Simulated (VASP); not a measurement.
# AgCl (Fm-3m) in VASP: a series of runs

Runs on AgCl. Level: PBEsol. Tasks: single point.

Everything below comes from runs of VASP 6.6.1. Logs are shortened: lines on timing, memory, paths and dates and some standing lists are left out, and cuts for length are marked.

## Step 1: The cell of the first run

The structure is cubic, space group Fm-3m (No. 225). The conventional cell has a = 5.339 Å, b = 5.339 Å, c = 5.339 Å, α = 90.00°, β = 90.00°, γ = 90.00°. Ag (site symmetry m-3m) has 6 Cl at 2.67 Å within 3.5 Å. Cl (site symmetry m-3m) has 6 Ag at 2.67 Å within 3.5 Å.

## Step 2: Single point, PBEsol

INCAR

```
ALGO = Normal
EDIFF = 1E-6
ENCUT = 520
GGA = PS
ISIF = 2
ISMEAR = 0
LASPH = True
LCHARG = True
LELF = True
LREAL = False
LVHAR = True
LWAVE = False
NBANDS = 16
NELM = 60
PREC = Accurate
SIGMA = 0.01
```

KPOINTS

```
k-points
0
Gamma
  8 8 8
```

POSCAR

```
AgCl
1.0
    0.0000000000      2.6695606142      2.6695606142
    2.6695606142      0.0000000000      2.6695606142
    2.6695606142      2.6695606142      0.0000000000
Ag Cl
1 1
Direct
    0.5000000000      0.5000000000      0.5000000000
    0.0000000000      0.0000000000      0.0000000000
```

Potentials or basis: VASP PAW PBE potentials, release 64 (Ag, Cl).

On the command line:

```
> cat potpaw_PBE.64/Ag/POTCAR potpaw_PBE.64/Cl/POTCAR > POTCAR
> mpirun -np 1 vasp_std > vasp.out
```

OUTCAR:

```text
EDIFF = 1E-6
   ENCUT = 520
   GGA = PS
   ISIF = 2
   ISMEAR = 0
   LASPH = True
   LREAL = False
   NELM = 60
   PREC = Accurate

 ion  position               nearest neighbor table
   1  0.500  0.500  0.500-   2 2.67   2 2.67   2 2.67   2 2.67   2 2.67   2 2.67
   2  0.000  0.000  0.000-   1 2.67   1 2.67   1 2.67   1 2.67   1 2.67   1 2.67

  LATTYP: Found a face centered cubic cell.
 ALAT       =     5.3391212284

  Lattice vectors:

 A1 = (   0.0000000000,   2.6695606142,   2.6695606142)
 A2 = (   2.6695606142,   0.0000000000,   2.6695606142)
 A3 = (   2.6695606142,   2.6695606142,   0.0000000000)

Analysis of symmetry for initial positions (statically):
=====================================================================
 Subroutine PRICEL returns:
 Original cell was already a primitive cell.

 Routine SETGRP: Setting up the symmetry group for a
 face centered cubic supercell.

 Subroutine GETGRP returns: Found 48 space group operations
 (whereof 48 operations were pure point group operations)
 out of a pool of 48 trial point group operations.

The static configuration has the point symmetry O_h .

Analysis of symmetry for dynamics (positions and initial velocities):
=====================================================================
 Subroutine PRICEL returns:
 Original cell was already a primitive cell.

 Routine SETGRP: Setting up the symmetry group for a
 face centered cubic supercell.

 Subroutine GETGRP returns: Found 48 space group operations
 (whereof 48 operations were pure point group operations)
 out of a pool of 48 trial point group operations.

The dynamic configuration has the point symmetry O_h .

 Subroutine INISYM returns: Found 48 space group operations
 (whereof 48 operations are pure point group operations),
 and found     1 'primitive' translations

----------------------------------------------------------------------------------------

                                     Primitive cell

  volume of cell :      38.0495

  direct lattice vectors                    reciprocal lattice vectors
     0.000000000  2.669560614  2.669560614    -0.187296740  0.187296740  0.187296740
     2.669560614  0.000000000  2.669560614     0.187296740 -0.187296740  0.187296740
     2.669560614  2.669560614  0.000000000     0.187296740  0.187296740 -0.187296740

  length of vectors
     3.775328826  3.775328826  3.775328826     0.324407470  0.324407470  0.324407470

  position of ions in fractional coordinates (direct lattice)
     0.500000000  0.500000000  0.500000000
     0.000000000  0.000000000  0.000000000

  ion indices of the primitive-cell ions
   primitive index   ion index
                 1           1
                 2           2

----------------------------------------------------------------------------------------

 KPOINTS: k-points

Automatic generation of k-mesh.
 Grid dimensions read from file:
 generate k-points for:    8    8    8

 Generating k-lattice:

  Cartesian coordinates                     Fractional coordinates (reciprocal lattice)
    -0.023412092  0.023412092  0.023412092     0.125000000  0.000000000  0.000000000
     0.023412092 -0.023412092  0.023412092     0.000000000  0.125000000  0.000000000
     0.023412092  0.023412092 -0.023412092     0.000000000  0.000000000  0.125000000

  Length of vectors
     0.040550934  0.040550934  0.040550934

  Shift w.r.t. Gamma in fractional coordinates (k-lattice)
     0.000000000  0.000000000  0.000000000

 Subroutine IBZKPT returns following result:
 ===========================================

 Found     29 irreducible k-points:

 Following reciprocal coordinates:
            Coordinates               Weight
  0.000000  0.000000  0.000000      1.000000
  0.125000  0.000000  0.000000      8.000000
  0.250000  0.000000  0.000000      8.000000
  0.375000  0.000000  0.000000      8.000000
  0.500000  0.000000  0.000000      4.000000
  0.125000  0.125000  0.000000      6.000000
[... 16 lines left out ...]
  0.500000  0.250000  0.125000     48.000000
 -0.375000  0.250000  0.125000     24.000000
 [... further k-points ...]
   k-points           NKPTS =     29   k-points in BZ     NKDIM =     29   number of bands    NBANDS=     16
   number of dos      NEDOS =    301   number of ions     NIONS =      2
   total plane-waves  NPLWV =  21952
   dimension x,y,z NGX =    28 NGY =   28 NGZ =   28
   dimension x,y,z NGXF=    56 NGYF=   56 NGZF=   56
   ions per type =               1   1
   NGX,Y,Z   is equivalent  to a cutoff of  12.33, 12.33, 12.33 a.u.
   NGXF,Y,Z  is equivalent  to a cutoff of  24.66, 24.66, 24.66 a.u.
 SYSTEM =  unknown system
   PREC   = accura    normal or accurate (medium, high low for compatibility)
   ISTART =      0    job   : 0-new  1-cont  2-samecut
   ICHARG =      2    charge: 1-file 2-atom 10-const
   ISPIN  =      1    spin polarized calculation?
   LNONCOLLINEAR =      F non collinear calculations
   LSORBIT =      F    spin-orbit coupling
   LASPH  =      T    aspherical Exc in radial PAW
   ENCUT  =  520.0 eV  38.22 Ry    6.18 a.u.   7.02  7.02  7.02*2*pi/ulx,y,z
   NELM   =     60;   NELMIN=  2; NELMDL= -5     # of ELM steps
   EDIFF  = 0.1E-05   stopping-criterion for ELM
   LREAL  =      F    real-space projection
   EDIFFG = 0.1E-04   stopping-criterion for IOM
   NSW    =      0    number of steps for IOM
   IBRION =     -1    ionic relax: 0-MD 1-quasi-New 2-CG
   NFREE  =      0    steps in history (QN), initial steepest desc. (CG)
   ISIF   =      2    stress and relaxation
   ISYM   =      2    0-nonsym 1-usesym 2-fastsym
   POTIM  = 0.5000    time-step for ionic-motion
   TEBEG  =    0.0;   TEEND  =   0.0 temperature during run
   PSTRESS=    0.0 pullay stress
   NELECT =      18.0000    total number of electrons
   NUPDOWN=      -1.0000    fix difference up-down
   EMIN   =  10.00;   EMAX   =-10.00  energy-range for DOS
   EFERMI =   0.00;   METHOD = LEGACY
   ISMEAR =     0;   SIGMA  =   0.01  broadening in eV -4-tet -1-fermi 0-gaus
   EFERMI_NEDOS =   21; number of points for ismear=-14 and -15
   IALGO  =     38    algorithm
   IMIX   =      4    mixing-type and parameters
     AMIX     =   0.40;   BMIX     =  1.00
     AMIX_MAG =   1.60;   BMIX_MAG =  1.00
  volume/ion in A,a.u.               =      19.02       128.39
  Fermi-wavevector in a.u.,A,eV,Ry     =   1.275604  2.410542 22.138932  1.627166
  Thomas-Fermi vector in A             =   2.408307
   LORBIT       =      0    0 simple, 1 ext, 2 COOP (PROOUT), +10 PAW based schemes
   GGA     = PS    functional components
   LHFCALC =     F    Hartree Fock is set to
   AEXX    =    0.0000 exact exchange contribution
   IVDW    =     0    specifies the selected vdW correction
   LEPSILON=     F    determine dielectric tensor
   LRPA    =     F    only Hartree local field effects (RPA)
 non-spin polarized calculation
 Gauss-broadening in eV      SIGMA  =   0.01
  energy-cutoff  :      520.00
  volume of cell :       38.05
 maximum number of plane-waves:      1036
   NGX = 13   NGY = 13   NGZ = 13

 number of electron      18.0000002 magnetization

 Free energy of the ion-electron system (eV)
  ---------------------------------------------------
  ext. energy  EPLUGINS =         0.00000000
  ---------------------------------------------------
  free energy    TOTEN  =        -6.03359214 eV

  energy without entropy =       -6.03359214  energy(sigma->0) =       -6.03359214

 E-fermi :   5.3983     XC(G=0): -10.8223

 val. band max:        5.2566637495   @ k =   0.5000   0.0000   0.0000
 cond. band min:       5.9877736866   @ k =   0.0000   0.0000   0.0000
 fundamental gap:      0.7311099371
 Fermi energy:         5.3982873638

 k-point     1 :       0.0000    0.0000    0.0000
  band No.  band energies     occupation
      1     -10.7157      2.00000
      2       2.2507      2.00000
      3       2.2507      2.00000
      4       2.2507      2.00000
      5       2.2988      2.00000
      6       2.2988      2.00000
[... 8 lines left out ...]
     15      19.1051      0.00000
     16      19.1055      0.00000

 k-point     2 :       0.1250    0.0000    0.0000
  band No.  band energies     occupation
      1     -10.6324      2.00000
      2       1.4208      2.00000
      3       1.4974      2.00000
      4       1.4974      2.00000
      5       2.3234      2.00000
      6       2.3234      2.00000
[... 8 lines left out ...]
     15      17.4287      0.00000
     16      17.9645      0.00000

 k-point     3 :       0.2500    0.0000    0.0000
  band No.  band energies     occupation
      1     -10.4202      2.00000
      2       0.2002      2.00000
      3       0.8235      2.00000
      4       0.8235      2.00000
      5       2.4934      2.00000
      6       2.4934      2.00000
[... 8 lines left out ...]
     15      17.4990      0.00000
     16      18.0204      0.00000

 k-point     4 :       0.3750    0.0000    0.0000
  band No.  band energies     occupation
      1     -10.1891      2.00000
      2      -0.7332      2.00000
      3       0.3963      2.00000
      4       0.3963      2.00000
      5       2.6727      2.00000
      6       2.6727      2.00000
[... 8 lines left out ...]
     15      18.3189      0.00000
     16      18.3596      0.00000
[... 324 lines left out ...]
 k-point    22 :       0.3750    0.2500    0.1250
  band No.  band energies     occupation
      1     -10.2917      2.00000
      2      -0.2451      2.00000
      3       0.7292      2.00000
      4       1.1102      2.00000
      5       2.3729      2.00000
      6       2.6451      2.00000
[... 8 lines left out ...]
     15      19.5089      0.00000
     16      21.0275      0.00000

 k-point    23 :       0.5000    0.2500    0.1250
  band No.  band energies     occupation
      1     -10.1281      2.00000
      2      -0.5115      2.00000
      3       0.3827      2.00000
      4       0.6465      2.00000
      5       2.5366      2.00000
      6       2.7594      2.00000
[... 8 lines left out ...]
     15      19.7256      0.00000
     16      20.8269      0.00000

 k-point    24 :      -0.3750    0.2500    0.1250
  band No.  band energies     occupation
      1     -10.0576      2.00000
      2      -0.5988      2.00000
      3       0.2995      2.00000
      4       0.3816      2.00000
      5       2.6630      2.00000
      6       2.7481      2.00000
[... 8 lines left out ...]
     15      18.9747      0.00000
     16      20.4961      0.00000

 [... further k-points ...]

------------------------ aborting loop because EDIFF is reached ----------------------------------------

  FORCE on cell =-STRESS in cart. coord.  units (eV):
  Direction    XX          YY          ZZ          XY          YZ          ZX
  --------------------------------------------------------------------------------------
  -------------------------------------------------------------------------------------
  Total        0.9268527      0.9268527      0.9268527      0.0000000      0.0000000      0.0000000
  in kB       39.0276082     39.0276082     39.0276082      0.0000000      0.0000000      0.0000000
  external PRESSURE =      39.0276082 kB  Pullay stress =       0.0000000 kB

 VOLUME and BASIS-vectors are now :
 -----------------------------------------------------------------------------
  energy-cutoff  :      520.00
  volume of cell :       38.05
      direct lattice vectors                 reciprocal lattice vectors
     0.000000000  2.669560614  2.669560614    -0.187296740  0.187296740  0.187296740
     2.669560614  0.000000000  2.669560614     0.187296740 -0.187296740  0.187296740
     2.669560614  2.669560614  0.000000000     0.187296740  0.187296740 -0.187296740

 POSITION                                       TOTAL-FORCE (eV/Angst)
 -----------------------------------------------------------------------------------
      2.66956      2.66956      2.66956        -0.000000     -0.000000     -0.000000
      0.00000      0.00000      0.00000         0.000000      0.000000      0.000000
 -----------------------------------------------------------------------------------
    total drift:                                0.000000      0.000000      0.000000

  FREE ENERGIE OF THE ION-ELECTRON SYSTEM (eV)
  ---------------------------------------------------
  free  energy   TOTEN  =        -6.0335921383 eV

  energy  without entropy=       -6.0335921383  energy(sigma->0) =       -6.03359214
```

It took 8.5 s on 1 thread of AMD EPYC 9R45 (Zen 5), shared host; peak memory 0.13 GiB.

What came out:

```yaml
Free_energy: -6.0336 eV
Pressure: 3.9 GPa
Band_gap_on_the_k_mesh: 0.73 eV (least direct gap 3.46 eV)
```

Caveat: the cell stands under pressure; the PAW data sets were made with another functional, which shifts forces and pressure a little. A k mesh can miss the band edges.

## Step 3: Single point, PBEsol

INCAR

```
SYSTEM = AgCl
PREC     = Accurate       ! precision mode
ENCUT    = 520            ! plane-wave cutoff, eV
EDIFF    = 1E-6           ! SCF threshold, eV
ISMEAR   = 0              ! smearing method
SIGMA    = 0.01           ! smearing width, eV
LREAL    = .False.        ! projectors in reciprocal space
LASPH    = .True.         ! aspherical terms in the spheres
NELM     = 100            ! most SCF steps
ALGO     = Normal         ! electronic algorithm
ISIF     = 2              ! what is computed and relaxed
LWAVE    = .False.        ! write WAVECAR
LCHARG   = .False.        ! write CHGCAR
GGA      = PS             ! functional
NBANDS   = 16             ! bands
```

KPOINTS

```
Automatic mesh
0
Gamma
  8 8 8
  0 0 0
```

POSCAR is that of step 2.

Potentials or basis: VASP PAW PBE potentials, release 64 (Ag, Cl).

On the command line:

```
> cat potpaw_PBE.64/Ag/POTCAR potpaw_PBE.64/Cl/POTCAR > POTCAR
> mpirun -np 1 vasp_std > vasp.out
```

Run time: 8.5 s. Hardware: 1 thread of AMD EPYC 9R45 (Zen 5), shared host; peak memory 0.13 GiB.

The run converged. Its results:

| Quantity | Value |
| --- | --- |
| Free energy | -6.0336 eV |
| Pressure | 3.9 GPa |
| Band gap on the k mesh | 0.73 eV (least direct gap 3.46 eV) |

Levels at points of the mesh, in eV from the valence-band top:
```
           k point  band 7  band 8  band 9  band 10  band 11  band 12
(0.00, 0.00, 0.00)   -2.82   -2.82   -2.82     0.73    10.70    10.70
(0.50, 0.00, 0.00)   -2.13    0.00    0.00     3.69     7.10     7.29
(0.50, 0.50, 0.00)   -2.35   -2.35   -2.17     2.02     7.70     8.85
```

Caveat: the cell stands under pressure; the PAW data sets were made with another functional, which shifts forces and pressure a little. As with any semilocal functional, this PBEsol gap is likely too small.
